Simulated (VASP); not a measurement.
# LuPdO2 (P6/mmm) in VASP: a series of runs, part 2 of 2

VASP 6.6.1. The steps go on from the part before.

**3. Single point, PBE**

This run uses another cell than the first one, of 16.54 Å³/atom, 1.152 times its volume.

File INCAR:

```
ALGO = Normal
EDIFF = 1E-7
ENCUT = 520
GGA = PE
ISIF = 2
ISMEAR = 0
LASPH = True
LCHARG = False
LREAL = False
LWAVE = False
NBANDS = 32
NELM = 80
PREC = Accurate
SIGMA = 0.1
```

File KPOINTS:

```
k-points
0
Gamma
  6 6 4
```

File POSCAR:

```
LuPdO2
1.0
    3.7597055493      0.0000000032      0.0000000000
   -1.8798527775      3.2560005148      0.0000000000
    0.0000000000      0.0000000000      5.4047969004
Lu Pd O
1 1 2
Direct
    0.0000000000      0.0000000000      0.0000000000
    0.0000000000      0.0000000000      0.5000000000
    0.3333333333      0.6666666667      0.5000000000
    0.6666666667      0.3333333333      0.5000000000
```

Potentials or basis: VASP PAW PBE potentials, release 64 (Lu, Pd, O).

On the command line:

```
$ cat potpaw_PBE.64/Lu/POTCAR potpaw_PBE.64/Pd/POTCAR potpaw_PBE.64/O/POTCAR > POTCAR
$ mpirun -np 1 vasp_std > vasp.out
```

OUTCAR:

```text
EDIFF = 1E-7
   ENCUT = 520
   GGA = PE
   ISIF = 2
   ISMEAR = 0
   LASPH = True
   LREAL = False
   NELM = 80
   PREC = Accurate

 ion  position               nearest neighbor table
   1  0.000  0.000  0.000-   2 2.70   2 2.70
   2  0.000  0.000  0.500-   3 2.17   4 2.17   4 2.17   3 2.17   4 2.17   3 2.17   1 2.70   1 2.70

   3  0.333  0.667  0.500-   2 2.17   2 2.17   2 2.17
   4  0.667  0.333  0.500-   2 2.17   2 2.17   2 2.17

  LATTYP: Found a hexagonal cell.
 ALAT       =     3.7597055493
 C/A-ratio  =     1.4375585613

  Lattice vectors:

 A1 = (   3.7597055493,   0.0000000032,   0.0000000000)
 A2 = (  -1.8798527775,   3.2560005148,   0.0000000000)
 A3 = (   0.0000000000,   0.0000000000,   5.4047969004)

Analysis of symmetry for initial positions (statically):
=====================================================================
 Subroutine PRICEL returns:
 Original cell was already a primitive cell.

 Routine SETGRP: Setting up the symmetry group for a
 hexagonal supercell.

 Subroutine GETGRP returns: Found 24 space group operations
 (whereof 24 operations were pure point group operations)
 out of a pool of 24 trial point group operations.

The static configuration has the point symmetry D_6h.

Analysis of symmetry for dynamics (positions and initial velocities):
=====================================================================
 Subroutine PRICEL returns:
 Original cell was already a primitive cell.

 Routine SETGRP: Setting up the symmetry group for a
 hexagonal supercell.

 Subroutine GETGRP returns: Found 24 space group operations
 (whereof 24 operations were pure point group operations)
 out of a pool of 24 trial point group operations.

The dynamic configuration has the point symmetry D_6h.
[... 113 lines left out ...]
   EFERMI =   0.00;   METHOD = LEGACY
   ISMEAR =     0;   SIGMA  =   0.10  broadening in eV -4-tet -1-fermi 0-gaus
   EFERMI_NEDOS =   21; number of points for ismear=-14 and -15
   IALGO  =     38    algorithm
   IMIX   =      4    mixing-type and parameters
     AMIX     =   0.40;   BMIX     =  1.00
     AMIX_MAG =   1.60;   BMIX_MAG =  1.00
  volume/ion in A,a.u.               =      16.54       111.62
  Fermi-wavevector in a.u.,A,eV,Ry     =   1.460724  2.760368 29.030958  2.133715
  Thomas-Fermi vector in A             =   2.577140
   LORBIT       =      0    0 simple, 1 ext, 2 COOP (PROOUT), +10 PAW based schemes
   GGA     = PE    functional components
   LHFCALC =     F    Hartree Fock is set to
   AEXX    =    0.0000 exact exchange contribution
   IVDW    =     0    specifies the selected vdW correction
   LEPSILON=     F    determine dielectric tensor
   LRPA    =     F    only Hartree local field effects (RPA)
 non-spin polarized calculation
 Gauss-broadening in eV      SIGMA  =   0.10
  energy-cutoff  :      520.00
  volume of cell :       66.16
 maximum number of plane-waves:      1792
 NGX is ok and might be reduce to    28
   NGX = 13   NGY = 13   NGZ = 21

 number of electron      47.0000003 magnetization

 Free energy of the ion-electron system (eV)
  ---------------------------------------------------
  ext. energy  EPLUGINS =         0.00000000
  ---------------------------------------------------
  free energy    TOTEN  =       -19.44008023 eV

  energy without entropy =      -19.43044368  energy(sigma->0) =      -19.43526195

 E-fermi :   4.1858     XC(G=0): -10.8257

 val. band max:        4.1529834839   @ k =   0.3333   0.1667   0.2500
 cond. band min:       4.3587897568   @ k =   0.3333   0.1667   0.5000
 fundamental gap:      0.2058062729
 Fermi energy:         4.1858206985

 k-point     1 :       0.0000    0.0000    0.0000
  band No.  band energies     occupation
      1     -53.3364      2.00000
      2     -24.0523      2.00000
      3     -23.8373      2.00000
      4     -23.8373      2.00000
      5     -15.5885      2.00000
      6     -11.9268      2.00000
[... 724 lines left out ...]
     31      10.2439      0.00000
     32      11.1487      0.00000

------------------------ aborting loop because EDIFF is reached ----------------------------------------

  FORCE on cell =-STRESS in cart. coord.  units (eV):
  Direction    XX          YY          ZZ          XY          YZ          ZX
  --------------------------------------------------------------------------------------
  -------------------------------------------------------------------------------------
  Total        0.1169471      0.1169471      0.1509768     -0.0000000      0.0000000      0.0000000
  in kB        2.8319281      2.8319281      3.6559740     -0.0000000      0.0000000      0.0000000
  external PRESSURE =       3.1066101 kB  Pullay stress =       0.0000000 kB

 VOLUME and BASIS-vectors are now :
 -----------------------------------------------------------------------------
  energy-cutoff  :      520.00
  volume of cell :       66.16
      direct lattice vectors                 reciprocal lattice vectors
     3.759705549  0.000000003  0.000000000     0.265978276  0.153562629  0.000000000
    -1.879852778  3.256000515  0.000000000    -0.000000000  0.307125258  0.000000000
     0.000000000  0.000000000  5.404796900     0.000000000  0.000000000  0.185020828

 POSITION                                       TOTAL-FORCE (eV/Angst)
 -----------------------------------------------------------------------------------
      0.00000      0.00000      0.00000         0.000000     -0.000000      0.000000
      0.00000      0.00000      2.70240         0.000000     -0.000000      0.000000
     -0.00000      2.17067      2.70240         0.000000     -0.000000      0.000000
      1.87985      1.08533      2.70240        -0.000000      0.000000     -0.000000
 -----------------------------------------------------------------------------------
    total drift:                               -0.000000      0.000000      0.000000

  FREE ENERGIE OF THE ION-ELECTRON SYSTEM (eV)
  ---------------------------------------------------
  free  energy   TOTEN  =       -19.4400802280 eV

  energy  without entropy=      -19.4304436758  energy(sigma->0) =      -19.43526195
```

Run time: 24 s. Hardware: 1 thread of AMD EPYC 9R45 (Zen 5), shared host; peak memory 0.18 GiB.

What came out:

| Property | Result |
| --- | --- |
| Free energy | -19.4401 eV |
| Pressure | 0.3 GPa |

Stress tensor (GPa, compression positive):
```
0.28 0.00 0.00
0.00 0.28 0.00
0.00 0.00 0.37
```

Levels at points of the mesh, in eV from the Fermi level:
| k point | band 21 | band 22 | band 23 | band 24 | band 25 | band 26 | band 27 | band 28 |
| --- | --- | --- | --- | --- | --- | --- | --- | --- |
| (0.00, 0.00, 0.00) | -1.67 | -1.67 | -1.33 | 0.69 | 0.69 | 1.88 | 1.88 | 2.29 |
| (0.50, 0.00, 0.00) | -2.47 | -1.75 | -1.08 | -0.73 | 1.27 | 1.75 | 2.29 | 3.41 |
| (0.00, 0.00, 0.50) | -1.74 | -1.74 | -1.35 | 0.70 | 0.70 | 1.59 | 1.78 | 1.78 |
| (0.50, 0.00, 0.50) | -2.46 | -1.79 | -1.15 | -0.16 | 0.89 | 0.89 | 1.75 | 2.31 |

Caveat: spin-orbit coupling is left out, which moves the levels of the heavy elements; an odd number of electrons without spin polarisation forces a metal; a magnetic or distorted state may lie lower.

**4. Relaxation of cell and atoms, PBE**

File INCAR:

```
PREC = Accurate ; ENCUT = 600
EDIFF = 1E-6 ; ISMEAR = 0
SIGMA = 0.1 ; LREAL = False
LASPH = True ; NELM = 80
ALGO = Normal ; ISIF = 3
LWAVE = False ; LCHARG = False
GGA = PE ; IBRION = 2
NSW = 90 ; EDIFFG = -0.04
```

File KPOINTS:

```
Automatic mesh
0
Gamma
  6 6 4
```

File POSCAR:

```
LuPdO2
1.0
    3.3419921100      0.0000000000      0.0000000000
   -1.6709960600      2.8942500700      0.0000000000
    0.0000000000      0.0000000000      5.9395207100
Lu Pd O
1 1 2
Direct
    0.0000000000      0.0000000000      0.0000000000
    0.0000000000      0.0000000000      0.5000000000
    0.3333333300      0.6666666700      0.5000000000
    0.6666666700      0.3333333300      0.5000000000
```

On the command line:

```
$ cat potpaw_PBE.64/Lu/POTCAR potpaw_PBE.64/Pd/POTCAR potpaw_PBE.64/O/POTCAR > POTCAR
$ mpirun -np 1 vasp_std > vasp.out
```

Run time: 4.7 min. Hardware: 1 thread of AMD EPYC 9R45 (Zen 5), shared host; peak memory 0.2 GiB.

It converged, with:

| Quantity | Value |
| --- | --- |
| Free energy | -19.4316 eV |
| Relaxed volume | 16.55 Å³/atom |
| Relaxed cell | a = 3.760 Å, b = 3.760 Å, c = 5.408 Å, α = 90.00°, β = 90.00°, γ = 120.00° |
| Space group after relaxing (to 0.05 Å) | P6/mmm (No. 191) |
| Energy gained by relaxing | 620.2 meV/atom |
| Ionic steps | 11 |
| Pressure after relaxing | 0.1 GPa |

Stress tensor (GPa, compression positive):
```
0.08 0.00 0.00
0.00 0.08 0.00
0.00 0.00 0.23
```

Step by step:
```csv
step,energy change (eV),largest force (eV/Å),pressure (GPa),volume (Å³)
1,0.0000,0.0000,43.90,57.45
2,-0.1198,0.0000,-18.40,94.59
3,-2.3103,0.0000,-4.76,72.47
4,-2.3251,0.0000,-3.38,71.52
5,-2.3277,0.0000,-2.40,70.88
6,-2.4127,0.0000,-1.18,68.74
7,-2.4657,0.0000,2.79,64.58
8,-2.4717,0.0000,1.19,66.02
9,-2.4736,0.0000,1.60,65.59
10,-2.4732,0.0000,-1.28,66.84
11,-2.4806,0.0000,0.13,66.22
```

Final structure:
```
Lu Pd O
1.0
     3.76018    0.00000    0.00000
    -1.88009    3.25641    0.00000
     0.00000    0.00000    5.40799
Lu Pd O
1 1 2
Direct
  0.00000 0.00000 0.00000
  0.00000 0.00000 0.50000
  0.33333 0.66667 0.50000
  0.66667 0.33333 0.50000
```

Levels at points of the mesh, in eV from the Fermi level:
```tsv
k point	band 20	band 21	band 22	band 23	band 24	band 25	band 26	band 27	band 28
(0.00, 0.00, 0.00)	-2.95	-1.67	-1.67	-1.33	0.70	0.70	1.88	1.88	2.29
(0.50, 0.00, 0.00)	-2.57	-2.47	-1.75	-1.07	-0.73	1.27	1.75	2.28	3.41
(0.00, 0.00, 0.50)	-1.83	-1.73	-1.73	-1.35	0.70	0.70	1.59	1.78	1.78
(0.50, 0.00, 0.50)	-3.17	-2.45	-1.79	-1.15	-0.16	0.89	0.89	1.75	2.30
```

Caveat: the k points lie up to 0.32 Å⁻¹ apart in the final cell; the volume moved by over 15 % at a fixed basis, so the end points are rough; spin-orbit coupling is left out, which moves the levels of the heavy elements; an odd number of electrons without spin polarisation forces a metal; a magnetic or distorted state may lie lower.

**5. Overview**

```tsv
task	cell	cutoff (eV)	gap on the mesh (eV)	pressure (GPa)
single point	a = 3.342, b = 3.342, c = 5.940 Å, angles 90.0, 90.0, 120.0°, 4 atoms	520	none	44.1
single point	a = 3.760, b = 3.760, c = 5.405 Å, angles 90.0, 90.0, 120.0°, 4 atoms	520	none	0.3
relaxation of cell and atoms	relaxed from a = 3.342, b = 3.342, c = 5.940 Å, angles 90.0, 90.0, 120.0°, 4 atoms	600	none	0.1
```

Alike in all rows: level PBE; potentials or basis VASP PAW PBE potentials, release 64 (Lu, Pd, O); no spin polarisation; k mesh 6 × 6 × 4; smearing gaussian 0.1 eV.

Caveats: some runs use coarse meshes; spin-orbit coupling is left out, which moves the levels of the heavy elements; an odd number of electrons without spin polarisation forces a metal; a magnetic or distorted state may lie lower; the volume moved by over 15 % at a fixed basis, so the end points are rough (some runs).

Total energies depend on the potentials used, so only differences within one code and one set of settings carry meaning.
